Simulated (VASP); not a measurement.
# Ti5Si (P-6m2) in VASP: single point with PBEsol

Aim: the single point of Ti5Si with PBEsol.

Program: VASP 6.6.1. These are calculated values, not measurements. Logs are shortened: lines on timing, memory, paths and dates and some standing lists are left out, and cuts for length are marked.

### Step 1. The cell of the first run

It takes space group P-6m2 (No. 187, hexagonal). The conventional cell has a = 4.456 Å, b = 4.456 Å, c = 5.475 Å, α = 90.00°, β = 90.00°, γ = 120.00°. Within 3.5 Å of Ti (site symmetry 3m) lie 11 Ti at 2.68 to 2.93 Å and 3 Si at 2.90 Å. Within 3.4 Å of Ti (site symmetry -6m2) lie 11 Ti at 2.57 to 2.93 Å. Ti (site symmetry -6m2) has 3 Si at 2.57 Å and 8 Ti at 2.74 to 2.90 Å within 3.4 Å. Within 3.4 Å of Ti (site symmetry -6m2) lie 9 Ti at 2.57 to 2.93 Å and 2 Si at 2.74 Å. Within 3.4 Å of Si (site symmetry -6m2) lie 11 Ti at 2.57 to 2.90 Å.

### Step 2. Single point, PBEsol

INCAR

```
SYSTEM = Ti5Si
PREC = Accurate
ENCUT = 520
EDIFF = 1E-6
ISMEAR = 0
SIGMA = 0.1
LREAL = .FALSE.
LASPH = .TRUE.
NELM = 80
ALGO = Normal
ISIF = 2
LWAVE = .FALSE.
LCHARG = .TRUE.
GGA = PS
LELF = .TRUE.
LVHAR = .TRUE.
NBANDS = 41
```

KPOINTS

```
Automatic mesh
0
G
  12 12 8
  0 0 0
```

POSCAR

```
Ti5Si
1.0
    2.2282369557     -3.8594196186      0.0000000000
   -4.4564739114      0.0000000000      0.0000000000
    0.0000000000      0.0000000000     -5.4754834522
Ti Si
5 1
Direct
    0.0000000000      1.0000000000      0.5049275510
    0.0000000000      1.0000000000     -0.0049275510
    0.3333333333      0.6666666667      0.2500000000
    0.3333333333      0.6666666667      0.7500000000
    0.6666666667      0.3333333333      0.2500000000
    0.6666666667      0.3333333333      0.7500000000
```

Potentials or basis: VASP PAW PBE potentials, release 64 (Ti_sv, Si).

The run is started by

```sh
cat potpaw_PBE.64/Ti_sv/POTCAR potpaw_PBE.64/Si/POTCAR > POTCAR
mpirun -np 1 vasp_std > vasp.out
```

OUTCAR:

```text
SYSTEM = Ti5Si
   PREC = Accurate
   ENCUT = 520
   EDIFF = 1E-6
   ISMEAR = 0
   LREAL = .FALSE.
   LASPH = .TRUE.
   NELM = 80
   ISIF = 2
   GGA = PS

 ion  position               nearest neighbor table
   1  0.000  0.000  0.505-   2 2.68   2 2.79   6 2.90   4 2.90   4 2.90   6 2.90   6 2.90   4 2.90

   2  0.000  0.000  0.995-   1 2.68   1 2.79   4 2.90   6 2.90   4 2.90   6 2.90   6 2.90   4 2.90

   3  0.333  0.667  0.250-   5 2.57   5 2.57   5 2.57   4 2.74   4 2.74
   4  0.333  0.667  0.750-   6 2.57   6 2.57   6 2.57   3 2.74   3 2.74   1 2.90   2 2.90   2 2.90
                             1 2.90   2 2.90   1 2.90
   5  0.667  0.333  0.250-   3 2.57   3 2.57   3 2.57   6 2.74   6 2.74
   6  0.667  0.333  0.750-   4 2.57   4 2.57   4 2.57   5 2.74   5 2.74   1 2.90   2 2.90   1 2.90
                             2 2.90   1 2.90   2 2.90

  LATTYP: Found a hexagonal cell.
 ALAT       =     4.4564739114
 C/A-ratio  =     1.2286582534

  Lattice vectors:

 A1 = (   2.2282369557,  -3.8594196186,   0.0000000000)
 A2 = (  -4.4564739114,   0.0000000000,   0.0000000000)
 A3 = (   0.0000000000,   0.0000000000,  -5.4754834522)

Analysis of symmetry for initial positions (statically):
=====================================================================
 Subroutine PRICEL returns:
 Original cell was already a primitive cell.

 Routine SETGRP: Setting up the symmetry group for a
 hexagonal supercell.

 Subroutine GETGRP returns: Found 12 space group operations
 (whereof  6 operations were pure point group operations)
 out of a pool of 24 trial point group operations.

The static configuration has the point symmetry C_3v.
 The point group associated with its full space group is D_3h.

Analysis of symmetry for dynamics (positions and initial velocities):
=====================================================================
 Subroutine PRICEL returns:
 Original cell was already a primitive cell.

 Routine SETGRP: Setting up the symmetry group for a
 hexagonal supercell.

 Subroutine GETGRP returns: Found 12 space group operations
 (whereof  6 operations were pure point group operations)
 out of a pool of 24 trial point group operations.

The dynamic configuration has the point symmetry C_3v.
 The point group associated with its full space group is D_3h.

 Subroutine INISYM returns: Found 12 space group operations
 (whereof  6 operations are pure point group operations),
 and found     1 'primitive' translations

----------------------------------------------------------------------------------------

                                     Primitive cell

  volume of cell :      94.1750

  direct lattice vectors                    reciprocal lattice vectors
     2.228236956 -3.859419619  0.000000000     0.000000000 -0.259106316  0.000000000
    -4.456473911  0.000000000  0.000000000    -0.224392652 -0.129553158  0.000000000
     0.000000000  0.000000000 -5.475483452     0.000000000  0.000000000 -0.182632275

  length of vectors
     4.456473911  4.456473911  5.475483452     0.259106316  0.259106316  0.182632275

  position of ions in fractional coordinates (direct lattice)
     0.000000000  0.000000000  0.504927551
     0.000000000  0.000000000  0.995072449
     0.333333333  0.666666667  0.250000000
     0.333333333  0.666666667  0.750000000
     0.666666667  0.333333333  0.250000000
     0.666666667  0.333333333  0.750000000

  ion indices of the primitive-cell ions
   primitive index   ion index
                 1           1
                 2           2
                 3           3
                 4           4
                 5           5
                 6           6

----------------------------------------------------------------------------------------

 KPOINTS: Automatic mesh

Automatic generation of k-mesh.
 Grid dimensions read from file:
 generate k-points for:   12   12    8

 Generating k-lattice:

  Cartesian coordinates                     Fractional coordinates (reciprocal lattice)
     0.000000000 -0.021592193  0.000000000     0.083333333  0.000000000  0.000000000
    -0.018699388 -0.010796097  0.000000000    -0.000000000  0.083333333  0.000000000
     0.000000000  0.000000000 -0.022829034     0.000000000  0.000000000  0.125000000

  Length of vectors
     0.021592193  0.021592193  0.022829034

  Shift w.r.t. Gamma in fractional coordinates (k-lattice)
     0.000000000  0.000000000  0.000000000

 Subroutine IBZKPT returns following result:
 ===========================================

 Found     95 irreducible k-points:

 Following reciprocal coordinates:
            Coordinates               Weight
  0.000000  0.000000  0.000000      1.000000
  0.083333  0.000000  0.000000      6.000000
  0.166667  0.000000  0.000000      6.000000
  0.250000  0.000000  0.000000      6.000000
  0.333333  0.000000  0.000000      6.000000
  0.416667  0.000000  0.000000      6.000000
[... 16 lines left out ...]
  0.250000  0.000000  0.125000     12.000000
  0.333333  0.000000  0.125000     12.000000
 [... further k-points ...]
   k-points           NKPTS =     95   k-points in BZ     NKDIM =     95   number of bands    NBANDS=     41
   number of dos      NEDOS =    301   number of ions     NIONS =      6
   total plane-waves  NPLWV =  54432
   dimension x,y,z NGX =    36 NGY =   36 NGZ =   42
   dimension x,y,z NGXF=    72 NGYF=   72 NGZF=   84
   ions per type =               5   1
   NGX,Y,Z   is equivalent  to a cutoff of  13.43, 13.43, 12.75 a.u.
   NGXF,Y,Z  is equivalent  to a cutoff of  26.86, 26.86, 25.50 a.u.
 SYSTEM =  Ti5Si
   PREC   = accura    normal or accurate (medium, high low for compatibility)
   ISTART =      0    job   : 0-new  1-cont  2-samecut
   ICHARG =      2    charge: 1-file 2-atom 10-const
   ISPIN  =      1    spin polarized calculation?
   LNONCOLLINEAR =      F non collinear calculations
   LSORBIT =      F    spin-orbit coupling
   LASPH  =      T    aspherical Exc in radial PAW
   ENCUT  =  520.0 eV  38.22 Ry    6.18 a.u.   8.29  8.29 10.18*2*pi/ulx,y,z
   NELM   =     80;   NELMIN=  2; NELMDL= -5     # of ELM steps
   EDIFF  = 0.1E-05   stopping-criterion for ELM
   LREAL  =      F    real-space projection
[... 7 lines left out ...]
   TEBEG  =    0.0;   TEEND  =   0.0 temperature during run
   PSTRESS=    0.0 pullay stress
   NELECT =      64.0000    total number of electrons
   NUPDOWN=      -1.0000    fix difference up-down
   EMIN   =  10.00;   EMAX   =-10.00  energy-range for DOS
   EFERMI =   0.00;   METHOD = LEGACY
   ISMEAR =     0;   SIGMA  =   0.10  broadening in eV -4-tet -1-fermi 0-gaus
   EFERMI_NEDOS =   21; number of points for ismear=-14 and -15
   IALGO  =     38    algorithm
   IMIX   =      4    mixing-type and parameters
     AMIX     =   0.40;   BMIX     =  1.00
     AMIX_MAG =   1.60;   BMIX_MAG =  1.00
  volume/ion in A,a.u.               =      15.70       105.92
  Fermi-wavevector in a.u.,A,eV,Ry     =   1.439316  2.719913 28.186252  2.071631
  Thomas-Fermi vector in A             =   2.558185
   LORBIT       =      0    0 simple, 1 ext, 2 COOP (PROOUT), +10 PAW based schemes
   GGA     = PS    functional components
   LHFCALC =     F    Hartree Fock is set to
   AEXX    =    0.0000 exact exchange contribution
   IVDW    =     0    specifies the selected vdW correction
   LEPSILON=     F    determine dielectric tensor
   LRPA    =     F    only Hartree local field effects (RPA)
 non-spin polarized calculation
 Gauss-broadening in eV      SIGMA  =   0.10
  energy-cutoff  :      520.00
  volume of cell :       94.18
 maximum number of plane-waves:      2559
 NGX is ok and might be reduce to    36
   NGX = 17   NGY = 17   NGZ = 21

 number of electron      64.0000011 magnetization

 Free energy of the ion-electron system (eV)
  ---------------------------------------------------
  ext. energy  EPLUGINS =         0.00000000
  ---------------------------------------------------
  free energy    TOTEN  =       -48.74689321 eV

  energy without entropy =      -48.71759543  energy(sigma->0) =      -48.73224432

 E-fermi :   9.1031     XC(G=0): -11.9217

 val. band max:        9.1021678327   @ k =   0.4167   0.1667   0.0000
 cond. band min:       9.1031408870   @ k =   0.3333   0.3333   0.1250
 fundamental gap:      0.0009730543
 Fermi energy:         9.1030662498

 k-point     1 :       0.0000    0.0000    0.0000
  band No.  band energies     occupation
      1     -47.2920      2.00000
      2     -47.1629      2.00000
      3     -47.1471      2.00000
      4     -47.0193      2.00000
      5     -46.9320      2.00000
      6     -23.8551      2.00000
[... 33 lines left out ...]
     40      11.1857      0.00000
     41      11.9028      0.00000

 k-point     2 :       0.0833    0.0000    0.0000
  band No.  band energies     occupation
      1     -47.2892      2.00000
      2     -47.1629      2.00000
      3     -47.1461      2.00000
      4     -47.0199      2.00000
      5     -46.9353      2.00000
      6     -23.8602      2.00000
[... 33 lines left out ...]
     40      11.2046      0.00000
     41      11.8129      0.00000

 k-point     3 :       0.1667    0.0000    0.0000
  band No.  band energies     occupation
      1     -47.2816      2.00000
      2     -47.1628      2.00000
      3     -47.1429      2.00000
      4     -47.0216      2.00000
      5     -46.9448      2.00000
      6     -23.8791      2.00000
[... 33 lines left out ...]
     40      11.1715      0.00000
     41      11.5810      0.00000

 k-point     4 :       0.2500    0.0000    0.0000
  band No.  band energies     occupation
      1     -47.2711      2.00000
      2     -47.1628      2.00000
      3     -47.1372      2.00000
      4     -47.0242      2.00000
      5     -46.9589      2.00000
      6     -23.9083      2.00000
[... 825 lines left out ...]
     40      11.2502      0.00000
     41      11.5837      0.00000

 k-point    23 :       0.2500    0.0000    0.1250
  band No.  band energies     occupation
      1     -47.2675      2.00000
      2     -47.1686      2.00000
      3     -47.1346      2.00000
      4     -47.0233      2.00000
      5     -46.9604      2.00000
      6     -23.9042      2.00000
[... 33 lines left out ...]
     40      11.2825      0.00000
     41      11.2978      0.00000

 k-point    24 :       0.3333    0.0000    0.1250
  band No.  band energies     occupation
      1     -47.2571      2.00000
      2     -47.1671      2.00000
      3     -47.1273      2.00000
      4     -47.0267      2.00000
      5     -46.9766      2.00000
      6     -23.9399      2.00000
[... 33 lines left out ...]
     40      11.0280      0.00000
     41      11.1871      0.00000

 [... further k-points ...]

------------------------ aborting loop because EDIFF is reached ----------------------------------------

  FORCE on cell =-STRESS in cart. coord.  units (eV):
  Direction    XX          YY          ZZ          XY          YZ          ZX
  --------------------------------------------------------------------------------------
  -------------------------------------------------------------------------------------
  Total       -0.1869264     -0.1869264     -0.1346430      0.0000000     -0.0000000      0.0000000
  in kB       -3.1801345     -3.1801345     -2.2906493      0.0000000     -0.0000000      0.0000000
  external PRESSURE =      -2.8836395 kB  Pullay stress =       0.0000000 kB

 VOLUME and BASIS-vectors are now :
 -----------------------------------------------------------------------------
  energy-cutoff  :      520.00
  volume of cell :       94.18
      direct lattice vectors                 reciprocal lattice vectors
     2.228236956 -3.859419619  0.000000000     0.000000000 -0.259106316  0.000000000
    -4.456473911  0.000000000  0.000000000    -0.224392652 -0.129553158  0.000000000
     0.000000000  0.000000000 -5.475483452     0.000000000  0.000000000 -0.182632275

 POSITION                                       TOTAL-FORCE (eV/Angst)
 -----------------------------------------------------------------------------------
      0.00000      0.00000     -2.76472         0.000000     -0.000000      0.014050
      0.00000      0.00000     -5.44850        -0.000000      0.000000     -0.014050
     -2.22824     -1.28647     -1.36887        -0.000000      0.000000      0.000000
     -2.22824     -1.28647     -4.10661        -0.000000      0.000000      0.000000
      0.00000     -2.57295     -1.36887         0.000000     -0.000000      0.000000
      0.00000     -2.57295     -4.10661        -0.000000      0.000000      0.000000
 -----------------------------------------------------------------------------------
    total drift:                                0.000001     -0.000001     -0.000000

  FREE ENERGIE OF THE ION-ELECTRON SYSTEM (eV)
  ---------------------------------------------------
  free  energy   TOTEN  =       -48.7468932078 eV

  energy  without entropy=      -48.7175954312  energy(sigma->0) =      -48.73224432
```

It took 5.9 min on 1 thread of Intel Xeon Platinum 8488C (Sapphire Rapids), shared host; peak memory 0.41 GiB.

Results:

* Free energy: -48.7469 eV
* Pressure: -0.3 GPa
* Largest force: 0.014 eV/Å
* Band gap on the k mesh: zero (bands 32 and 33 overlap by 0.09 eV)

Forces on the atoms (eV/Å):
```
Ti   0.000  0.000  0.014
Ti   0.000  0.000 -0.014
Ti   0.000  0.000  0.000
Ti   0.000  0.000  0.000
Ti   0.000  0.000  0.000
Si   0.000  0.000  0.000
```

Stress tensor (GPa, compression positive):
```
-0.32  0.00  0.00
 0.00 -0.32  0.00
 0.00  0.00 -0.23
```

Levels at points of the mesh, in eV from the Fermi level:
| k point | band 30 | band 31 | band 32 | band 33 | band 34 | band 35 |
| --- | --- | --- | --- | --- | --- | --- |
| (0.00, 0.00, 0.00) | -1.37 | -0.21 | -0.21 | 0.05 | 1.32 | 1.32 |
| (0.50, 0.00, 0.00) | -0.77 | -0.35 | -0.07 | 0.17 | 0.51 | 0.59 |
| (0.00, 0.00, 0.50) | -1.01 | -1.01 | -0.75 | 1.14 | 1.27 | 1.32 |
| (0.50, 0.00, 0.50) | -0.41 | -0.37 | -0.14 | -0.08 | 0.10 | 0.37 |

Caveat: the PAW data sets were made with another functional, which shifts forces and pressure a little.
